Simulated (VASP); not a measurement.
C:

```
C
1.0
     0.00000    1.98428    1.85847
     1.45455    0.00000    1.85847
     1.45455    1.98428    0.00000
C
2
Cartesian
  1.4546 1.9843 1.8585
  2.1818 2.9764 2.7877
```

This cell differs from its parent crystal: strain +e along x and -e along y -0.1500, strain +e along z and -e/2 along x and y +0.0525.

Base run:

* Program: VASP 6.6.1
* Functional: LDA
* Potentials or basis: VASP PAW LDA potentials, release 64 (C)
* Cutoff: 520 eV
* k mesh: 12 × 12 × 12
* Occupations: gaussian, width 0.05 eV
* Spin: no spin polarisation

Its results: band gap on the k mesh zero (band 4 reaches 12.90 eV, above the bottom of band 5 at 10.59 eV); pressure 14.5 GPa.

Problem. The run is repeated on the same cell with these changes: potentials or basis from VASP PAW LDA potentials, release 64 (C) to VASP PAW LDA potentials, release 64 (C_h); cutoff from 520 eV to 910 eV. What comes out?

Solution. Band gap on the k mesh zero (band 4 reaches 14.11 eV, above the bottom of band 5 at 11.80 eV); pressure 13.6 GPa.

Caveats: the cutoff is under 1.25 times the usual one of these potentials, so pressure, stress and relaxed cells hold a basis-set (Pulay) error (some runs).
